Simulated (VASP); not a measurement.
# CdS (P6_3mc) in VASP: relaxation of cell and atoms with r2SCAN

Aim: the relaxation of cell and atoms of CdS with r2SCAN.

All numbers are computed with VASP 6.6.1; they aren't measurements. Logs are shortened: lines on timing, memory, paths and dates and some standing lists are left out, and cuts for length are marked.

## 1. The cell of the first run

The structure is hexagonal, space group P6_3mc (No. 186). The conventional cell has a = 4.167 Å, b = 4.167 Å, c = 6.773 Å, α = 90.00°, β = 90.00°, γ = 120.00°. Within 3.4 Å of Cd (site symmetry 3m) lie 4 S at 2.55 Å. S (site symmetry 3m) has 4 Cd at 2.55 Å within 3.4 Å.

## 2. Relaxation of cell and atoms, r2SCAN

Input file POSCAR:

```
CdS
1.0
    4.1666818299      0.0000000000      0.0000000000
   -2.0833409149      3.6084523142      0.0000000000
    0.0000000000      0.0000000000      6.7725296513
Cd S
2 2
Direct
    0.6666666667      0.3333333333      0.5017379583
    0.3333333333      0.6666666667      0.0017379583
    0.6666666667      0.3333333333      0.8785720417
    0.3333333333      0.6666666667      0.3785720417
```

Input file INCAR.step1:

```
SYSTEM = CdS
PREC     = Accurate       ! precision mode
ENCUT    = 600            ! plane-wave cutoff, eV
ISMEAR   = 0              ! smearing method
SIGMA    = 0.02           ! smearing width, eV
LREAL    = .False.        ! projectors in reciprocal space
LASPH    = .True.         ! aspherical terms in the spheres
NELM     = 80             ! most SCF steps
GGA      = PE             ! functional
ALGO     = Normal         ! electronic algorithm
EDIFF    = 1E-4           ! SCF threshold, eV
LWAVE    = .True.         ! write WAVECAR
LCHARG   = .False.        ! write CHGCAR
```

Input file INCAR.step2:

```
SYSTEM = CdS
PREC     = Accurate       ! precision mode
ENCUT    = 600            ! plane-wave cutoff, eV
EDIFF    = 1E-6           ! SCF threshold, eV
ISMEAR   = 0              ! smearing method
SIGMA    = 0.02           ! smearing width, eV
LREAL    = .False.        ! projectors in reciprocal space
LASPH    = .True.         ! aspherical terms in the spheres
NELM     = 80             ! most SCF steps
ALGO     = Normal         ! electronic algorithm
ISIF     = 3              ! what is computed and relaxed
LWAVE    = .False.        ! write WAVECAR
LCHARG   = .False.        ! write CHGCAR
METAGGA  = R2SCAN         ! meta-GGA
LMIXTAU  = .True.       
IBRION   = 2              ! ionic algorithm
NSW      = 80             ! ionic steps
EDIFFG   = -0.01          ! ionic threshold
ISTART   = 1
```

Input file KPOINTS:

```
Automatic mesh
0
Gamma
  6 6 4
  0 0 0
```

Potentials or basis: VASP PAW PBE potentials, release 64 (Cd, S).

Command:

```
> cat potpaw_PBE.64/Cd/POTCAR potpaw_PBE.64/S/POTCAR > POTCAR
> cp INCAR.step1 INCAR
> mpirun -np 1 vasp_std > vasp.out
> cp INCAR.step2 INCAR
> mpirun -np 1 vasp_std > vasp.out
```

OUTCAR:

```text
SYSTEM = CdS
   PREC = Accurate
   ENCUT = 600
   EDIFF = 1E-6
   ISMEAR = 0
   LREAL = .False.
   LASPH = .True.
   NELM = 80
   ISIF = 3
   METAGGA = R2SCAN
   IBRION = 2
   NSW = 80
   EDIFFG = -0.01
   ISTART = 1

 ion  position               nearest neighbor table
   1  0.667  0.333  0.502-   4 2.55   4 2.55   4 2.55   3 2.55
   2  0.333  0.667  0.002-   3 2.55   3 2.55   3 2.55   4 2.55
   3  0.667  0.333  0.879-   2 2.55   2 2.55   2 2.55   1 2.55
   4  0.333  0.667  0.379-   1 2.55   1 2.55   1 2.55   2 2.55

  LATTYP: Found a hexagonal cell.
 ALAT       =     4.1666818299
 C/A-ratio  =     1.6254012012

  Lattice vectors:

 A1 = (   4.1666818299,   0.0000000000,   0.0000000000)
 A2 = (  -2.0833409149,   3.6084523142,   0.0000000000)
 A3 = (   0.0000000000,   0.0000000000,   6.7725296513)

Analysis of symmetry for initial positions (statically):
=====================================================================
 Subroutine PRICEL returns:
 Original cell was already a primitive cell.

 Routine SETGRP: Setting up the symmetry group for a
 hexagonal supercell.

 Subroutine GETGRP returns: Found 12 space group operations
 (whereof  6 operations were pure point group operations)
 out of a pool of 24 trial point group operations.

The static configuration has the point symmetry C_3v.
 The point group associated with its full space group is C_6v.

Analysis of symmetry for dynamics (positions and initial velocities):
=====================================================================
 Subroutine PRICEL returns:
 Original cell was already a primitive cell.

 Routine SETGRP: Setting up the symmetry group for a
 hexagonal supercell.

 Subroutine GETGRP returns: Found 12 space group operations
 (whereof  6 operations were pure point group operations)
 out of a pool of 24 trial point group operations.

The dynamic configuration has the point symmetry C_3v.
 The point group associated with its full space group is C_6v.

 Subroutine INISYM returns: Found 12 space group operations
 (whereof  6 operations are pure point group operations),
 and found     1 'primitive' translations

----------------------------------------------------------------------------------------

                                     Primitive cell

  volume of cell :     101.8268

  direct lattice vectors                    reciprocal lattice vectors
     4.166681830  0.000000000  0.000000000     0.239999127  0.138563560  0.000000000
    -2.083340915  3.608452314  0.000000000     0.000000000  0.277127121  0.000000000
     0.000000000  0.000000000  6.772529651     0.000000000  0.000000000  0.147655315

  length of vectors
     4.166681830  4.166681830  6.772529651     0.277127121  0.277127121  0.147655315

  position of ions in fractional coordinates (direct lattice)
     0.666666667  0.333333333  0.501737958
     0.333333333  0.666666667  0.001737958
     0.666666667  0.333333333  0.878572042
     0.333333333  0.666666667  0.378572042

  ion indices of the primitive-cell ions
   primitive index   ion index
                 1           1
                 2           2
                 3           3
                 4           4

----------------------------------------------------------------------------------------

 KPOINTS: Automatic mesh

Automatic generation of k-mesh.
 Grid dimensions read from file:
 generate k-points for:    6    6    4

 Generating k-lattice:

  Cartesian coordinates                     Fractional coordinates (reciprocal lattice)
     0.039999854  0.023093927  0.000000000     0.166666667  0.000000000  0.000000000
     0.000000000  0.046187853  0.000000000     0.000000000  0.166666667  0.000000000
     0.000000000  0.000000000  0.036913829     0.000000000  0.000000000  0.250000000

  Length of vectors
     0.046187853  0.046187853  0.036913829

  Shift w.r.t. Gamma in fractional coordinates (k-lattice)
     0.000000000  0.000000000  0.000000000

 Subroutine IBZKPT returns following result:
 ===========================================

 Found     21 irreducible k-points:

 Following reciprocal coordinates:
            Coordinates               Weight
  0.000000  0.000000  0.000000      1.000000
  0.166667 -0.000000  0.000000      6.000000
  0.333333 -0.000000  0.000000      6.000000
  0.500000 -0.000000  0.000000      3.000000
  0.166667  0.166667  0.000000      6.000000
  0.333333  0.166667  0.000000     12.000000
[... 13 lines left out ...]
  0.333333  0.166667  0.500000     12.000000
  0.333333  0.333333  0.500000      2.000000
   k-points           NKPTS =     21   k-points in BZ     NKDIM =     21   number of bands    NBANDS=     22
   number of dos      NEDOS =    301   number of ions     NIONS =      4
   total plane-waves  NPLWV =  69984
   dimension x,y,z NGX =    36 NGY =   36 NGZ =   54
   dimension x,y,z NGXF=    72 NGYF=   72 NGZF=  108
   ions per type =               2   2
   NGX,Y,Z   is equivalent  to a cutoff of  14.36, 14.36, 13.26 a.u.
   NGXF,Y,Z  is equivalent  to a cutoff of  28.73, 28.73, 26.51 a.u.
 SYSTEM =  CdS
   PREC   = accura    normal or accurate (medium, high low for compatibility)
   ISTART =      1    job   : 0-new  1-cont  2-samecut
   ICHARG =      0    charge: 1-file 2-atom 10-const
   ISPIN  =      1    spin polarized calculation?
   LNONCOLLINEAR =      F non collinear calculations
   LSORBIT =      F    spin-orbit coupling
   LASPH  =      T    aspherical Exc in radial PAW
   ENCUT  =  600.0 eV  44.10 Ry    6.64 a.u.   8.32  8.32 13.53*2*pi/ulx,y,z
   NELM   =     80;   NELMIN=  2; NELMDL=  0     # of ELM steps
   EDIFF  = 0.1E-05   stopping-criterion for ELM
   LREAL  =      F    real-space projection
   EDIFFG = -.1E-01   stopping-criterion for IOM
   NSW    =     80    number of steps for IOM
   IBRION =      2    ionic relax: 0-MD 1-quasi-New 2-CG
   NFREE  =      1    steps in history (QN), initial steepest desc. (CG)
   ISIF   =      3    stress and relaxation
   ISYM   =      2    0-nonsym 1-usesym 2-fastsym
   POTIM  = 0.5000    time-step for ionic-motion
   TEBEG  =    0.0;   TEEND  =   0.0 temperature during run
   PSTRESS=    0.0 pullay stress
   NELECT =      36.0000    total number of electrons
   NUPDOWN=      -1.0000    fix difference up-down
   EMIN   =  10.00;   EMAX   =-10.00  energy-range for DOS
   EFERMI =   0.00;   METHOD = LEGACY
   ISMEAR =     0;   SIGMA  =   0.02  broadening in eV -4-tet -1-fermi 0-gaus
   EFERMI_NEDOS =   21; number of points for ismear=-14 and -15
   IALGO  =     38    algorithm
   IMIX   =      4    mixing-type and parameters
     AMIX     =   0.40;   BMIX     =  1.00
     AMIX_MAG =   1.60;   BMIX_MAG =  1.00
  volume/ion in A,a.u.               =      25.46       171.79
  Fermi-wavevector in a.u.,A,eV,Ry     =   1.157590  2.187529 18.232019  1.340016
  Thomas-Fermi vector in A             =   2.294200
   LORBIT       =      0    0 simple, 1 ext, 2 COOP (PROOUT), +10 PAW based schemes
   METAGGA = R2SCAN    functional components
   LHFCALC =     F    Hartree Fock is set to
   AEXX    =    0.0000 exact exchange contribution
   IVDW    =     0    specifies the selected vdW correction
   LEPSILON=     F    determine dielectric tensor
   LRPA    =     F    only Hartree local field effects (RPA)
 conjugate gradient relaxation of ions
 non-spin polarized calculation
 Gauss-broadening in eV      SIGMA  =   0.02
  energy-cutoff  :      600.00
  volume of cell :      101.83
 maximum number of plane-waves:      3420
 NGX is ok and might be reduce to    36
   NGX = 17   NGY = 17   NGZ = 27

--------------------------------------- Ionic step        1  -------------------------------------------

 number of electron      36.0000006 magnetization

 Free energy of the ion-electron system (eV)
  ---------------------------------------------------
  ext. energy  EPLUGINS =         0.00000000
  ---------------------------------------------------
  free energy    TOTEN  =       -59.38173221 eV

  energy without entropy =      -59.38173221  energy(sigma->0) =      -59.38173221

------------------------ aborting loop because EDIFF is reached ----------------------------------------

  FORCE on cell =-STRESS in cart. coord.  units (eV):
  Direction    XX          YY          ZZ          XY          YZ          ZX
  --------------------------------------------------------------------------------------
  -------------------------------------------------------------------------------------
  Total        0.1089440      0.1089440      0.0988760      0.0000000      0.0000000      0.0000000
  in kB        1.7141618      1.7141618      1.5557473      0.0000000      0.0000000      0.0000000
  external PRESSURE =       1.6613570 kB  Pullay stress =       0.0000000 kB

 VOLUME and BASIS-vectors are now :
 -----------------------------------------------------------------------------
  energy-cutoff  :      600.00
  volume of cell :      101.83
      direct lattice vectors                 reciprocal lattice vectors
     4.166681830  0.000000000  0.000000000     0.239999127  0.138563560  0.000000000
    -2.083340915  3.608452314  0.000000000     0.000000000  0.277127121  0.000000000
     0.000000000  0.000000000  6.772529651     0.000000000  0.000000000  0.147655315
[... 39 lines left out ...]
 POSITION                                       TOTAL-FORCE (eV/Angst)
 -----------------------------------------------------------------------------------
      2.08608      1.20440      3.40209        -0.000000     -0.000000     -0.001133
     -0.00000      2.40880      0.01179         0.000000      0.000000     -0.001133
      2.08608      1.20440      5.95724         0.000000      0.000000      0.001133
     -0.00000      2.40880      2.56694         0.000000     -0.000000      0.001133
 -----------------------------------------------------------------------------------
    total drift:                               -0.000000     -0.000000      0.002342

  FREE ENERGIE OF THE ION-ELECTRON SYSTEM (eV)
  ---------------------------------------------------
  free  energy   TOTEN  =       -59.3817668355 eV

  energy  without entropy=      -59.3817668355  energy(sigma->0) =      -59.38176684

--------------------------------------- Ionic step        3  -------------------------------------------

 number of electron      36.0000006 magnetization

 Free energy of the ion-electron system (eV)
  ---------------------------------------------------
  ext. energy  EPLUGINS =         0.00000000
  ---------------------------------------------------
  free energy    TOTEN  =       -59.38181845 eV

  energy without entropy =      -59.38181845  energy(sigma->0) =      -59.38181845

 E-fermi :   0.9258     XC(G=0):  -9.5895

 val. band max:        0.8121062280   @ k =   0.0000   0.0000   0.0000
 cond. band min:       2.4276766696   @ k =   0.0000   0.0000   0.0000
 fundamental gap:      1.6155704416
 Fermi energy:         0.9257996566

 k-point     1 :       0.0000    0.0000    0.0000
  band No.  band energies     occupation
      1     -11.8928      2.00000
      2     -11.4829      2.00000
      3      -7.0372      2.00000
      4      -7.0318      2.00000
      5      -7.0318      2.00000
      6      -6.9464      2.00000
[... 14 lines left out ...]
     21       7.8021      0.00000
     22       7.8021      0.00000
[... 520 lines left out ...]
 POSITION                                       TOTAL-FORCE (eV/Angst)
 -----------------------------------------------------------------------------------
      2.08476      1.20364      3.40014         0.000000     -0.000000     -0.000475
     -0.00000      2.40727      0.01178        -0.000000      0.000000     -0.000475
      2.08476      1.20364      5.95383        -0.000000     -0.000000      0.000475
     -0.00000      2.40727      2.56547        -0.000000      0.000000      0.000475
 -----------------------------------------------------------------------------------
    total drift:                               -0.000000     -0.000000      0.002037

  FREE ENERGIE OF THE ION-ELECTRON SYSTEM (eV)
  ---------------------------------------------------
  free  energy   TOTEN  =       -59.3818184508 eV

  energy  without entropy=      -59.3818184508  energy(sigma->0) =      -59.38181845

 reached required accuracy - stopping structural energy minimisation
```

Run time: 10 min. Hardware: 1 thread of Oxide Virtual Turin-like, shared host; peak memory 0.27 GiB.

Results:

- Free energy: -59.3818 eV
- Relaxed volume: 25.51 Å³/atom
- Relaxed cell: a = 4.170 Å, b = 4.170 Å, c = 6.777 Å, α = 90.00°, β = 90.00°, γ = 120.00°
- Space group after relaxing (to 0.1 Å): P6_3mc (No. 186)
- Energy gained by relaxing: 0.0 meV/atom
- Ionic steps: 3
- Pressure after relaxing: 0.0 GPa
- Band gap on the k mesh: 1.62 eV

Final structure:
```xyz
4
Lattice="4.1695 0.0000 0.0000 -2.0848 3.6109 0.0000 0.0000 0.0000 6.7767" Properties=species:S:1:pos:R:3 pbc="T T T"
Cd    2.0848    1.2036    3.4001
Cd    0.0000    2.4073    0.0118
S     2.0848    1.2036    5.9538
S     0.0000    2.4073    2.5655
```

Levels at points of the mesh, in eV from the valence-band top:
| k point | band 16 | band 17 | band 18 | band 19 | band 20 | band 21 |
| --- | --- | --- | --- | --- | --- | --- |
| (0.00, 0.00, 0.00) | -0.04 | 0.00 | 0.00 | 1.62 | 3.22 | 6.99 |
| (0.50, 0.00, 0.00) | -1.84 | -1.26 | -0.74 | 4.14 | 4.25 | 5.43 |
| (0.00, 0.00, 0.50) | -0.38 | -0.38 | -0.38 | 3.25 | 3.25 | 6.62 |
| (0.50, 0.00, 0.50) | -1.32 | -1.29 | -1.29 | 3.87 | 3.87 | 5.79 |

Caveat: the PAW data sets were made with another functional, which shifts forces and pressure a little.
